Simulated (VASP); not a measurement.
# Ag (Fm-3m) in VASP: notebook

Runs on Ag. Level: LDA. Tasks: single point, relaxation of cell and atoms.

Everything below comes from runs of VASP 6.6.1. Logs are shortened: lines on timing, memory, paths and dates and some standing lists are left out, and cuts for length are marked.

### 1 The cell of the first run

The structure is cubic, space group Fm-3m (No. 225). The conventional cell has a = 3.998 Å, b = 3.998 Å, c = 3.998 Å, α = 90.00°, β = 90.00°, γ = 90.00°. Ag (site symmetry m-3m) has 12 Ag at 2.83 Å within 3.7 Å.

### 2 Single point, LDA

INCAR reads:

```
PREC = Accurate
ENCUT = 520
EDIFF = 1E-7
ISMEAR = 0
SIGMA = 0.1
LREAL = F
LASPH = T
NELM = 80
ALGO = Normal
ISIF = 2
LWAVE = F
LCHARG = F
GGA = CA
NBANDS = 12
```

KPOINTS reads:

```
regular mesh
0
Gamma
  7 7 7
```

POSCAR reads:

```
Ag
1.0
    0.0000000000      1.9987962993      1.9987962993
    1.9987962993      0.0000000000      1.9987962993
    1.9987962993      1.9987962993      0.0000000000
Ag
1
Direct
    0.0000000000      0.0000000000      0.0000000000
```

Potentials or basis: VASP PAW LDA potentials, release 64 (Ag).

The run is started by

```bash
$ cat potpaw_LDA.64/Ag/POTCAR > POTCAR
$ mpirun -np 1 vasp_std > vasp.out
```

OUTCAR:

```text
PREC = Accurate
   ENCUT = 520
   EDIFF = 1E-7
   ISMEAR = 0
   LREAL = F
   LASPH = T
   NELM = 80
   ISIF = 2
   GGA = CA

 ion  position               nearest neighbor table
   1  0.000  0.000  0.000-

  LATTYP: Found a face centered cubic cell.
 ALAT       =     3.9975925986

  Lattice vectors:

 A1 = (   0.0000000000,   1.9987962993,   1.9987962993)
 A2 = (   1.9987962993,   0.0000000000,   1.9987962993)
 A3 = (   1.9987962993,   1.9987962993,   0.0000000000)

Analysis of symmetry for initial positions (statically):
=====================================================================
 Subroutine PRICEL returns:
 Original cell was already a primitive cell.

 Routine SETGRP: Setting up the symmetry group for a
 face centered cubic supercell.

 Subroutine GETGRP returns: Found 48 space group operations
 (whereof 48 operations were pure point group operations)
 out of a pool of 48 trial point group operations.

The static configuration has the point symmetry O_h .

Analysis of symmetry for dynamics (positions and initial velocities):
=====================================================================
 Subroutine PRICEL returns:
 Original cell was already a primitive cell.

 Routine SETGRP: Setting up the symmetry group for a
 face centered cubic supercell.

 Subroutine GETGRP returns: Found 48 space group operations
 (whereof 48 operations were pure point group operations)
 out of a pool of 48 trial point group operations.

The dynamic configuration has the point symmetry O_h .

 Subroutine INISYM returns: Found 48 space group operations
 (whereof 48 operations are pure point group operations),
 and found     1 'primitive' translations

----------------------------------------------------------------------------------------

                                     Primitive cell

  volume of cell :      15.9711

  direct lattice vectors                    reciprocal lattice vectors
     0.000000000  1.998796299  1.998796299    -0.250150553  0.250150553  0.250150553
     1.998796299  0.000000000  1.998796299     0.250150553 -0.250150553  0.250150553
     1.998796299  1.998796299  0.000000000     0.250150553  0.250150553 -0.250150553

[... 77 lines left out ...]
   LREAL  =      F    real-space projection
   EDIFFG = 0.1E-05   stopping-criterion for IOM
   NSW    =      0    number of steps for IOM
   IBRION =     -1    ionic relax: 0-MD 1-quasi-New 2-CG
   NFREE  =      0    steps in history (QN), initial steepest desc. (CG)
   ISIF   =      2    stress and relaxation
   ISYM   =      2    0-nonsym 1-usesym 2-fastsym
   POTIM  = 0.5000    time-step for ionic-motion
   TEBEG  =    0.0;   TEEND  =   0.0 temperature during run
   PSTRESS=    0.0 pullay stress
   NELECT =      11.0000    total number of electrons
   NUPDOWN=      -1.0000    fix difference up-down
   EMIN   =  10.00;   EMAX   =-10.00  energy-range for DOS
   EFERMI =   0.00;   METHOD = LEGACY
   ISMEAR =     0;   SIGMA  =   0.10  broadening in eV -4-tet -1-fermi 0-gaus
   EFERMI_NEDOS =   21; number of points for ismear=-14 and -15
   IALGO  =     38    algorithm
   IMIX   =      4    mixing-type and parameters
     AMIX     =   0.40;   BMIX     =  1.00
     AMIX_MAG =   1.60;   BMIX_MAG =  1.00
  volume/ion in A,a.u.               =      15.97       107.78
  Fermi-wavevector in a.u.,A,eV,Ry     =   1.445752  2.732075 28.438889  2.090199
  Thomas-Fermi vector in A             =   2.563898
   LORBIT       =      0    0 simple, 1 ext, 2 COOP (PROOUT), +10 PAW based schemes
   GGA     = CA    functional components
   LHFCALC =     F    Hartree Fock is set to
   AEXX    =    0.0000 exact exchange contribution
   IVDW    =     0    specifies the selected vdW correction
   LEPSILON=     F    determine dielectric tensor
   LRPA    =     F    only Hartree local field effects (RPA)
 non-spin polarized calculation
 Gauss-broadening in eV      SIGMA  =   0.10
  energy-cutoff  :      520.00
  volume of cell :       15.97
 maximum number of plane-waves:       444
 NGX is ok and might be reduce to    24
   NGX = 11   NGY = 11   NGZ = 11

 number of electron      11.0000002 magnetization

 Free energy of the ion-electron system (eV)
  ---------------------------------------------------
  ext. energy  EPLUGINS =         0.00000000
  ---------------------------------------------------
  free energy    TOTEN  =        -3.83616513 eV

  energy without entropy =       -3.83519982  energy(sigma->0) =       -3.83568248

 E-fermi :   9.3845     XC(G=0): -12.9709

 val. band max:        8.4278800505   @ k =   0.4286   0.2857   0.0000
 cond. band min:       9.3994097687   @ k =   0.4286   0.4286   0.0000
 fundamental gap:      0.9715297183
 Fermi energy:         9.3845302339

 k-point     1 :       0.0000    0.0000    0.0000
  band No.  band energies     occupation
      1       0.7798      2.00000
      2       4.0821      2.00000
      3       4.0821      2.00000
      4       4.0821      2.00000
      5       5.2640      2.00000
      6       5.2640      2.00000
      7      25.2456      0.00000
      8      29.1378      0.00000
      9      29.1378      0.00000
     10      29.1378      0.00000
     11      34.3253      0.00000
     12      35.7740      0.00000
[... 271 lines left out ...]
 k-point    20 :      -0.2857    0.4286    0.1429
  band No.  band energies     occupation
      1       3.0543      2.00000
      2       3.4642      2.00000
      3       4.1386      2.00000
      4       5.2849      2.00000
      5       6.2329      2.00000
      6      14.1020      0.00000
      7      14.7530      0.00000
      8      16.8620      0.00000
      9      19.8843      0.00000
     10      29.7944      0.00000
     11      33.8557      0.00000
     12      35.6461      0.00000

------------------------ aborting loop because EDIFF is reached ----------------------------------------

  FORCE on cell =-STRESS in cart. coord.  units (eV):
  Direction    XX          YY          ZZ          XY          YZ          ZX
  --------------------------------------------------------------------------------------
  -------------------------------------------------------------------------------------
  Total        0.0131177      0.0131177      0.0131177      0.0000000      0.0000000     -0.0000000
  in kB        1.3159311      1.3159311      1.3159311      0.0000000      0.0000000     -0.0000000
  external PRESSURE =       1.3159311 kB  Pullay stress =       0.0000000 kB

 VOLUME and BASIS-vectors are now :
 -----------------------------------------------------------------------------
  energy-cutoff  :      520.00
  volume of cell :       15.97
      direct lattice vectors                 reciprocal lattice vectors
     0.000000000  1.998796299  1.998796299    -0.250150553  0.250150553  0.250150553
     1.998796299  0.000000000  1.998796299     0.250150553 -0.250150553  0.250150553
     1.998796299  1.998796299  0.000000000     0.250150553  0.250150553 -0.250150553

 POSITION                                       TOTAL-FORCE (eV/Angst)
 -----------------------------------------------------------------------------------
      0.00000      0.00000      0.00000        -0.000000      0.000000     -0.000000
 -----------------------------------------------------------------------------------
    total drift:                               -0.000000      0.000000     -0.000000

  FREE ENERGIE OF THE ION-ELECTRON SYSTEM (eV)
  ---------------------------------------------------
  free  energy   TOTEN  =        -3.8361651325 eV

  energy  without entropy=       -3.8351998223  energy(sigma->0) =       -3.83568248
```

stdout:

```text
POSCAR found type information on POSCAR Ag
 POSCAR found :  1 types and       1 ions
 scaLAPACK will be used
 LDA part: xc-table for (Slater(with rela. corr.)+CA(PZ))
 , standard interpolation
 POSCAR, INCAR and KPOINTS ok, starting setup
 FFT: planning ... GRIDC
 FFT: planning ... GRID_SOFT
 FFT: planning ... GRID
 WAVECAR not read
 entering main loop
```

It took 2.3 s on 1 thread of Intel Xeon Platinum 8375C at 2.90GHz (Ice Lake), shared host; peak memory 0.13 GiB.

What came out:

* Free energy: -3.8362 eV
* Pressure: 0.1 GPa
* Band gap on the k mesh: zero (an odd number of electrons rules out a gap without spin polarisation)

Caveat: the k points lie up to 0.39 Å⁻¹ apart, too coarse for converged energies and pressures of a metal.

### 3 Relaxation of cell and atoms, LDA

This run uses another cell than the first one, of 17.05 Å³/atom.

INCAR reads:

```
SYSTEM = Ag
PREC     = Accurate       ! precision mode
ENCUT    = 600            ! plane-wave cutoff, eV
EDIFF    = 1E-6           ! SCF threshold, eV
ISMEAR   = 0              ! smearing method
SIGMA    = 0.1            ! smearing width, eV
LREAL    = .FALSE.        ! projectors in reciprocal space
LASPH    = .TRUE.         ! aspherical terms in the spheres
NELM     = 100            ! most SCF steps
ALGO     = Normal         ! electronic algorithm
ISIF     = 3              ! what is computed and relaxed
LWAVE    = .FALSE.        ! write WAVECAR
LCHARG   = .FALSE.        ! write CHGCAR
IBRION   = 2              ! ionic algorithm
NSW      = 80             ! ionic steps
EDIFFG   = -0.01          ! ionic threshold
```

KPOINTS reads:

```
regular mesh
0
G
  7 7 7
  0 0 0
```

POSCAR reads:

```
Ag
1.0
    0.0000000000      2.0427500000      2.0427500000
    2.0427500000      0.0000000000      2.0427500000
    2.0427500000      2.0427500000      0.0000000000
Ag
1
Direct
    0.0000000000      0.0000000000      0.0000000000
```

Potentials or basis: VASP PAW LDA potentials, release 64 (Ag).

The run is started by

```bash
$ cat potpaw_LDA.64/Ag/POTCAR > POTCAR
$ mpirun -np 1 vasp_std > vasp.out
```

Wall time 4.2 s (1 thread of Intel Xeon Platinum 8375C at 2.90GHz (Ice Lake), shared host); peak memory 0.14 GiB.

The run converged. Its results:

```yaml
Free_energy: -3.8364 eV
Relaxed_volume: 16.00 Å³/atom
Relaxed_cell: a = 2.828 Å, b = 2.828 Å, c = 2.828 Å, α = 60.00°, β = 60.00°, γ = 60.00°
Space_group_after_relaxing_to_0.1_Å: Fm-3m (No. 225)
Energy_gained_by_relaxing: 26.8 meV/atom
Ionic_steps: 3
Pressure_after_relaxing: -0.1 GPa
Band_gap_on_the_k_mesh: zero (an odd number of electrons rules out a gap without spin polarisation)
```

The path:
```csv
step,energy change (eV),largest force (eV/Å),pressure (GPa),volume (Å³)
1,0.0000,0.0000,-7.55,17.05
2,-0.0046,0.0000,8.94,15.14
3,-0.0268,0.0000,-0.08,16.00
```

Final structure:
```xyz
1
Lattice="0.0000 1.9999 1.9999 1.9999 0.0000 1.9999 1.9999 1.9999 0.0000" Properties=species:S:1:pos:R:3 pbc="T T T"
Ag    0.0000    0.0000    0.0000
```

Levels at points of the mesh, in eV from the Fermi level:
| k point | band 2 | band 3 | band 4 | band 5 | band 6 | band 7 | band 8 | band 9 |
| --- | --- | --- | --- | --- | --- | --- | --- | --- |
| (0.00, 0.00, 0.00) | -5.30 | -5.30 | -5.30 | -4.12 | -4.12 | 15.86 | 19.74 | 19.74 |

Caveat: the k points lie up to 0.39 Å⁻¹ apart in the final cell, too coarse for converged energies and pressures of a metal.
